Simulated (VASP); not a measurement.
# In (C2/m) in VASP: notebook

In is run at these levels: PBE; tasks: single point, relaxation of cell and atoms.

Everything below comes from runs of VASP 6.6.1. Logs are shortened: lines on timing, memory, paths and dates and some standing lists are left out, and cuts for length are marked.

## Step 1: The cell of the first run

It takes space group C2/m (No. 12, monoclinic). The conventional cell has a = 6.824 Å, b = 4.070 Å, c = 9.037 Å, α = 90.00°, β = 102.17°, γ = 90.00°. In (site symmetry m) has 1 In at 1.79 Å within 2.4 Å. In (site symmetry m) has 1 In at 1.79 Å within 2.4 Å.

## Step 2: Single point, PBE

INCAR reads:

```
SYSTEM = In
PREC = Accurate
ENCUT = 520
EDIFF = 1E-6
ISMEAR = 0
SIGMA = 0.1
LREAL = .FALSE.
LASPH = .TRUE.
NELM = 100
ALGO = Normal
ISIF = 2
LWAVE = .FALSE.
LCHARG = .FALSE.
GGA = PE
NBANDS = 34
```

KPOINTS reads:

```
Automatic mesh
0
G
  6 6 2
  0 0 0
```

POSCAR reads:

```
In
1.0
    3.4119761980     -2.0347785326      0.0000000000
    3.4119761980      2.0347785326      0.0000000000
   -1.9057562036      0.0000000000      8.8339413706
In
4
Direct
    0.0504000000      0.0504000000      0.0996000000
    0.9496000000      0.9496000000      0.9004000000
    0.5050000000      0.5050000000      0.6000000000
    0.4950000000      0.4950000000      0.4000000000
```

Potentials or basis: VASP PAW PBE potentials, release 64 (In_d).

Run with:

```
> cat potpaw_PBE.64/In_d/POTCAR > POTCAR
> mpirun -np 1 vasp_std > vasp.out
```

OUTCAR:

```text
SYSTEM = In
   PREC = Accurate
   ENCUT = 520
   EDIFF = 1E-6
   ISMEAR = 0
   LREAL = .FALSE.
   LASPH = .TRUE.
   NELM = 100
   ISIF = 2
   GGA = PE

 ion  position               nearest neighbor table
   1  0.050  0.050  0.100-   2 1.79   4 3.48   4 3.48   4 3.62
   2  0.950  0.950  0.900-   1 1.79   3 3.48   3 3.48   3 3.62
   3  0.505  0.505  0.600-   4 1.79   2 3.48   2 3.48   2 3.62
   4  0.495  0.495  0.400-   3 1.79   1 3.48   1 3.48   1 3.62

 -----------------------------------------------------------------------------
|                                                                             |
|           W    W    AA    RRRRR   N    N  II  N    N   GGGG   !!!           |
|           W    W   A  A   R    R  NN   N  II  NN   N  G    G  !!!           |
|           W    W  A    A  R    R  N N  N  II  N N  N  G       !!!           |
|           W WW W  AAAAAA  RRRRR   N  N N  II  N  N N  G  GGG   !            |
|           WW  WW  A    A  R   R   N   NN  II  N   NN  G    G                |
|           W    W  A    A  R    R  N    N  II  N    N   GGGG   !!!           |
|                                                                             |
|     The distance between some ions is very small. Please check the          |
|     nearest-neighbor list in the OUTCAR file.                               |
|     I HOPE YOU KNOW WHAT YOU ARE DOING!                                     |
|                                                                             |
 -----------------------------------------------------------------------------

  LATTYP: Found a base centered monoclinic cell.
 ALAT       =     6.8239523960
 B/A-ratio  =     0.5963636364
 C/A-ratio  =     1.3243306311
 COS(beta)  =    -0.2108797750

  Lattice vectors:

 A1 = (   3.4119761980,  -2.0347785326,   0.0000000000)
 A2 = (   3.4119761980,   2.0347785326,   0.0000000000)
 A3 = (  -1.9057562036,   0.0000000000,   8.8339413706)

Analysis of symmetry for initial positions (statically):
=====================================================================
 Subroutine PRICEL returns:
 Original cell was already a primitive cell.

 Routine SETGRP: Setting up the symmetry group for a
 base centered monoclinic supercell.

 Subroutine GETGRP returns: Found  4 space group operations
 (whereof  4 operations were pure point group operations)
 out of a pool of  4 trial point group operations.

The static configuration has the point symmetry C_2h.

Analysis of symmetry for dynamics (positions and initial velocities):
=====================================================================
 Subroutine PRICEL returns:
 Original cell was already a primitive cell.

 Routine SETGRP: Setting up the symmetry group for a
 base centered monoclinic supercell.

 Subroutine GETGRP returns: Found  4 space group operations
 (whereof  4 operations were pure point group operations)
 out of a pool of  4 trial point group operations.

The dynamic configuration has the point symmetry C_2h.

 Subroutine INISYM returns: Found  4 space group operations
 (whereof  4 operations are pure point group operations),
 and found     1 'primitive' translations

----------------------------------------------------------------------------------------

                                     Primitive cell

  volume of cell :     122.6613

  direct lattice vectors                    reciprocal lattice vectors
     3.411976198 -2.034778533  0.000000000     0.146542640 -0.245726988  0.031613810
     3.411976198  2.034778533  0.000000000     0.146542640  0.245726988  0.031613810
    -1.905756204  0.000000000  8.833941371     0.000000000  0.000000000  0.113199755

  length of vectors
     3.972644617  3.972644617  9.037169183     0.287847062  0.287847062  0.113199755

  position of ions in fractional coordinates (direct lattice)
     0.050400000  0.050400000  0.099600000
     0.949600000  0.949600000  0.900400000
     0.505000000  0.505000000  0.600000000
     0.495000000  0.495000000  0.400000000

  ion indices of the primitive-cell ions
   primitive index   ion index
                 1           1
                 2           2
                 3           3
                 4           4

----------------------------------------------------------------------------------------

 KPOINTS: Automatic mesh

Automatic generation of k-mesh.
 Grid dimensions read from file:
 generate k-points for:    6    6    2

 Generating k-lattice:

  Cartesian coordinates                     Fractional coordinates (reciprocal lattice)
     0.024423773 -0.040954498  0.005268968     0.166666667  0.000000000 -0.000000000
     0.024423773  0.040954498  0.005268968     0.000000000  0.166666667 -0.000000000
     0.000000000  0.000000000  0.056599878     0.000000000  0.000000000  0.500000000

  Length of vectors
     0.047974510  0.047974510  0.056599878

  Shift w.r.t. Gamma in fractional coordinates (k-lattice)
     0.000000000  0.000000000  0.000000000

 Subroutine IBZKPT returns following result:
 ===========================================

 Found     26 irreducible k-points:

 Following reciprocal coordinates:
            Coordinates               Weight
  0.000000  0.000000  0.000000      1.000000
  0.166667  0.000000 -0.000000      4.000000
  0.333333  0.000000  0.000000      4.000000
  0.500000  0.000000  0.000000      2.000000
  0.166667  0.166667 -0.000000      2.000000
  0.333333  0.166667  0.000000      4.000000
[... 16 lines left out ...]
  0.333333  0.333333  0.500000      2.000000
  0.500000  0.333333  0.500000      4.000000
 [... further k-points ...]
   k-points           NKPTS =     26   k-points in BZ     NKDIM =     26   number of bands    NBANDS=     34
   number of dos      NEDOS =    301   number of ions     NIONS =      4
   total plane-waves  NPLWV =  63000
   dimension x,y,z NGX =    30 NGY =   30 NGZ =   70
   dimension x,y,z NGXF=    60 NGYF=   60 NGZF=  140
   ions per type =               4
   NGX,Y,Z   is equivalent  to a cutoff of  12.55, 12.55, 12.88 a.u.
   NGXF,Y,Z  is equivalent  to a cutoff of  25.11, 25.11, 25.75 a.u.
 SYSTEM =  In
   PREC   = accura    normal or accurate (medium, high low for compatibility)
   ISTART =      0    job   : 0-new  1-cont  2-samecut
   ICHARG =      2    charge: 1-file 2-atom 10-const
   ISPIN  =      1    spin polarized calculation?
   LNONCOLLINEAR =      F non collinear calculations
   LSORBIT =      F    spin-orbit coupling
   LASPH  =      T    aspherical Exc in radial PAW
   ENCUT  =  520.0 eV  38.22 Ry    6.18 a.u.   7.39  7.39 16.80*2*pi/ulx,y,z
   NELM   =    100;   NELMIN=  2; NELMDL= -5     # of ELM steps
   EDIFF  = 0.1E-05   stopping-criterion for ELM
   LREAL  =      F    real-space projection
   EDIFFG = 0.1E-04   stopping-criterion for IOM
   NSW    =      0    number of steps for IOM
   IBRION =     -1    ionic relax: 0-MD 1-quasi-New 2-CG
   NFREE  =      0    steps in history (QN), initial steepest desc. (CG)
   ISIF   =      2    stress and relaxation
   ISYM   =      2    0-nonsym 1-usesym 2-fastsym
   POTIM  = 0.5000    time-step for ionic-motion
   TEBEG  =    0.0;   TEEND  =   0.0 temperature during run
   PSTRESS=    0.0 pullay stress
   NELECT =      52.0000    total number of electrons
   NUPDOWN=      -1.0000    fix difference up-down
   EMIN   =  10.00;   EMAX   =-10.00  energy-range for DOS
   EFERMI =   0.00;   METHOD = LEGACY
   ISMEAR =     0;   SIGMA  =   0.10  broadening in eV -4-tet -1-fermi 0-gaus
   EFERMI_NEDOS =   21; number of points for ismear=-14 and -15
   IALGO  =     38    algorithm
   IMIX   =      4    mixing-type and parameters
     AMIX     =   0.40;   BMIX     =  1.00
     AMIX_MAG =   1.60;   BMIX_MAG =  1.00
  volume/ion in A,a.u.               =      30.67       206.94
  Fermi-wavevector in a.u.,A,eV,Ry     =   1.229816  2.324015 20.578089  1.512447
  Thomas-Fermi vector in A             =   2.364688
   LORBIT       =      0    0 simple, 1 ext, 2 COOP (PROOUT), +10 PAW based schemes
   GGA     = PE    functional components
   LHFCALC =     F    Hartree Fock is set to
   AEXX    =    0.0000 exact exchange contribution
   IVDW    =     0    specifies the selected vdW correction
   LEPSILON=     F    determine dielectric tensor
   LRPA    =     F    only Hartree local field effects (RPA)
 non-spin polarized calculation
 Gauss-broadening in eV      SIGMA  =   0.10
  energy-cutoff  :      520.00
  volume of cell :      122.66
 maximum number of plane-waves:      3330
 NGX is ok and might be reduce to    30
   NGX = 15   NGY = 15   NGZ = 33

 number of electron      52.0000002 magnetization

 Free energy of the ion-electron system (eV)
  ---------------------------------------------------
  ext. energy  EPLUGINS =         0.00000000
  ---------------------------------------------------
  free energy    TOTEN  =        12.09280162 eV

  energy without entropy =       12.10861779  energy(sigma->0) =       12.10070971

 E-fermi :   5.8431     XC(G=0):  -9.2894

 val. band max:        5.8380625659   @ k =   0.5000   0.1667   0.0000
 cond. band min:       5.8516577848   @ k =   0.5000   0.3333   0.5000
 fundamental gap:      0.0135952189
 Fermi energy:         5.8430760396

 k-point     1 :       0.0000    0.0000    0.0000
  band No.  band energies     occupation
      1     -14.1353      2.00000
      2     -14.0186      2.00000
      3     -12.6989      2.00000
      4     -12.6951      2.00000
      5     -12.5810      2.00000
      6     -12.5687      2.00000
[... 26 lines left out ...]
     33      13.0543      0.00000
     34      13.3391      0.00000

 k-point     2 :       0.1667    0.0000   -0.0000
  band No.  band energies     occupation
      1     -14.1341      2.00000
      2     -14.0174      2.00000
      3     -12.7025      2.00000
      4     -12.6976      2.00000
      5     -12.5847      2.00000
      6     -12.5756      2.00000
[... 26 lines left out ...]
     33      12.4583      0.00000
     34      12.6728      0.00000
[... 775 lines left out ...]
     33      11.0181      0.00000
     34      11.7534      0.00000

 k-point    24 :       0.5000    0.3333    0.5000
  band No.  band energies     occupation
      1     -14.1304      2.00000
      2     -14.0138      2.00000
      3     -12.7206      2.00000
      4     -12.6993      2.00000
      5     -12.6036      2.00000
      6     -12.5856      2.00000
[... 26 lines left out ...]
     33      11.4322      0.00000
     34      12.0874      0.00000

 [... further k-points ...]
[... 5 lines left out ...]
  --------------------------------------------------------------------------------------
  -------------------------------------------------------------------------------------
  Total       -0.0688452     -4.0729076    123.7335773      0.0000000      0.0000000      0.0354077
  in kB       -0.8992425    -53.1994930   1616.1828853      0.0000000      0.0000000      0.4624888
  external PRESSURE =     520.6947166 kB  Pullay stress =       0.0000000 kB

 VOLUME and BASIS-vectors are now :
 -----------------------------------------------------------------------------
  energy-cutoff  :      520.00
  volume of cell :      122.66
      direct lattice vectors                 reciprocal lattice vectors
     3.411976198 -2.034778533  0.000000000     0.146542640 -0.245726988  0.031613810
     3.411976198  2.034778533  0.000000000     0.146542640  0.245726988  0.031613810
    -1.905756204  0.000000000  8.833941371     0.000000000  0.000000000  0.113199755

 POSITION                                       TOTAL-FORCE (eV/Angst)
 -----------------------------------------------------------------------------------
      0.15411      0.00000      0.87986         6.374402      0.000000     36.772850
      4.76408      0.00000      7.95408        -6.374402      0.000000    -36.772850
      2.30264      0.00000      5.30036        -6.379761      0.000000     35.964534
      2.61555      0.00000      3.53358         6.379761      0.000000    -35.964534
 -----------------------------------------------------------------------------------
    total drift:                               -0.000000     -0.000000      0.000000

  FREE ENERGIE OF THE ION-ELECTRON SYSTEM (eV)
  ---------------------------------------------------
  free  energy   TOTEN  =        12.0928016239 eV

  energy  without entropy=       12.1086177877  energy(sigma->0) =       12.10070971
```

Run time: 78 s. Hardware: 1 thread of Intel Xeon 6975P-C (Granite Rapids), shared host; peak memory 0.26 GiB.

What came out:

| Item | Value |
| --- | --- |
| Free energy | 12.0928 eV |
| Pressure | 52.1 GPa |
| Largest force | 37.321 eV/Å |
| Band gap on the k mesh | zero (band 26 reaches 8.64 eV, above the bottom of band 27 at 4.59 eV) |

Forces on the atoms (eV/Å):
```
In    6.374   0.000  36.773
In   -6.374   0.000 -36.773
In   -6.380   0.000  35.965
In    6.380   0.000 -35.965
```

Levels at points of the mesh, in eV from the Fermi level:
| k point | band 24 | band 25 | band 26 | band 27 | band 28 | band 29 |
| --- | --- | --- | --- | --- | --- | --- |
| (0.00, 0.00, 0.00) | -0.68 | 0.04 | 2.32 | 2.83 | 3.42 | 3.43 |
| (0.50, 0.00, 0.00) | -2.91 | -2.43 | -2.40 | 1.33 | 1.40 | 2.41 |
| (0.50, 0.50, 0.00) | -3.43 | -1.37 | -0.18 | 0.37 | 0.61 | 0.64 |
| (0.00, 0.00, 0.50) | -3.85 | 2.75 | 2.80 | 3.05 | 3.09 | 4.08 |
| (0.50, 0.00, 0.50) | -3.59 | -1.10 | -0.11 | 0.07 | 0.31 | 0.89 |
| (0.50, 0.50, 0.50) | -2.94 | -2.24 | -2.07 | 0.93 | 0.97 | 2.01 |

Caveat: spin-orbit coupling is left out, which moves the levels of the heavy elements; forces of over 1 eV/Å act on the atoms, so gaps and moduli don't describe the material at rest.

## Step 3: Relaxation of cell and atoms, PBE

INCAR reads:

```
PREC = Accurate
ENCUT = 600
EDIFF = 1E-6
ISMEAR = 0
SIGMA = 0.1
LREAL = F
LASPH = T
NELM = 100
ALGO = Normal
ISIF = 3
LWAVE = F
LCHARG = F
GGA = PE
IBRION = 2
NSW = 90
EDIFFG = -0.04
```

KPOINTS reads:

```
regular mesh
0
Gamma
  6 6 2
```

POSCAR is that of step 2.

Potentials or basis: VASP PAW PBE potentials, release 64 (In_d).

Run with:

```
> cat potpaw_PBE.64/In_d/POTCAR > POTCAR
> mpirun -np 1 vasp_std > vasp.out
```

It took 42 min on 1 thread of Intel Xeon 6975P-C (Granite Rapids), shared host; peak memory 0.32 GiB.

Results (log left out):

| Quantity | Value |
| --- | --- |
| Free energy | -9.9526 eV |
| Relaxed volume | 32.05 Å³/atom |
| Relaxed cell | a = 5.087 Å, b = 5.087 Å, c = 5.895 Å, α = 103.06°, β = 103.06°, γ = 60.53° |
| Space group after relaxing (to 0.05 Å) | C2/m (No. 12) |
| Energy gained by relaxing | 5511.1 meV/atom |
| Ionic steps | 57 |
| Pressure after relaxing | 0.0 GPa |
| Largest force after relaxing | 0.037 eV/Å |
| Band gap on the k mesh | zero (band 26 reaches 5.98 eV, above the bottom of band 27 at 5.15 eV) |

Forces in eV/Å, atoms in the order of the input:
```
In  -0.028  0.000 -0.015
In   0.028  0.000  0.015
In   0.037  0.000  0.004
In  -0.037  0.000 -0.004
```

Stress tensor (GPa, compression positive):
```
-0.15  0.00 -0.02
 0.00  0.10  0.00
-0.02  0.00  0.17
```

Step by step:
| step | energy change (eV) | largest force (eV/Å) | pressure (GPa) | volume (Å³) |
| --- | --- | --- | --- | --- |
| 1 | 0.0000 | 37.3164 | 52.11 | 122.66 |
| 3 | -11.1491 | 4.2863 | 26.46 | 195.41 |
| 5 | -19.1137 | 1.6606 | -0.12 | 322.53 |
| 7 | -19.1487 | 1.6594 | 0.49 | 309.96 |
| 9 | -19.5937 | 0.1790 | -0.46 | 320.49 |
| 11 | -19.6789 | 0.1265 | -0.04 | 297.07 |
| 13 | -19.8699 | 0.3771 | 1.31 | 207.77 |
| 15 | -19.9069 | 0.3930 | 1.35 | 199.81 |
| 17 | -20.6827 | 1.0693 | 5.65 | 124.93 |
| 19 | -20.7220 | 1.0944 | 6.32 | 121.45 |
| 21 | -20.7562 | 1.0861 | 6.63 | 119.73 |
| 23 | -20.8628 | 1.1600 | 8.69 | 111.99 |
| 25 | -20.9202 | 1.1721 | 9.24 | 110.12 |
| 27 | -21.2965 | 0.9533 | 6.97 | 112.14 |
| 29 | -21.4820 | 1.1337 | 5.31 | 114.94 |
| 31 | -21.7442 | 0.5711 | 1.91 | 122.86 |
| 33 | -21.8206 | 0.3266 | -0.47 | 131.82 |
| 35 | -21.8312 | 0.3330 | -0.31 | 131.05 |
| 37 | -21.8958 | 0.3498 | 0.01 | 128.92 |
| 39 | -21.9022 | 0.3615 | 0.22 | 128.30 |
| 41 | -21.9622 | 0.1694 | -0.34 | 130.13 |
| 43 | -21.9802 | 0.1216 | -0.65 | 131.97 |
| 45 | -22.0239 | 0.0840 | -0.17 | 129.80 |
| 47 | -22.0346 | 0.0889 | 0.36 | 127.77 |
| 49 | -22.0377 | 0.0643 | 0.10 | 128.65 |
| 51 | -22.0407 | 0.0404 | -0.10 | 129.39 |
| 53 | -22.0420 | 0.0754 | 0.09 | 128.43 |
| 55 | -22.0431 | 0.0506 | 0.03 | 128.43 |
| 57 | -22.0443 | 0.0372 | 0.04 | 128.19 |

Final structure:
```
In
1.0
     4.38174   -2.56381    0.32284
     4.38174    2.56381    0.32284
    -1.95636    0.00000    5.56135
In
4
Direct
  0.15279 0.15279 0.34029
  0.84721 0.84721 0.65971
  0.53227 0.53227 0.77012
  0.46773 0.46773 0.22988
```

Levels at points of the mesh, in eV from the Fermi level:
```tsv
k point	band 22	band 23	band 24	band 25	band 26	band 27	band 28	band 29	band 30	band 31
(0.00, 0.00, 0.00)	-4.46	-3.12	-0.71	-0.19	0.00	0.48	0.55	0.88	2.14	3.09
(0.50, 0.00, 0.00)	-6.11	-3.52	-2.78	-1.75	-1.10	0.34	0.82	1.06	2.29	5.30
(0.50, 0.50, 0.00)	-6.11	-3.46	-3.04	-2.06	-1.93	1.34	1.47	1.88	3.35	3.70
(0.00, 0.00, 0.50)	-6.85	-1.02	-1.00	-0.09	0.11	0.85	1.01	1.92	2.71	2.77
(0.50, 0.00, 0.50)	-5.60	-5.46	-3.89	-1.50	-1.10	0.87	1.53	3.83	4.15	4.81
(0.50, 0.50, 0.50)	-6.05	-4.63	-3.75	-1.27	-0.54	-0.02	0.55	2.26	3.00	6.00
```

Caveat: spin-orbit coupling is left out, which moves the levels of the heavy elements.
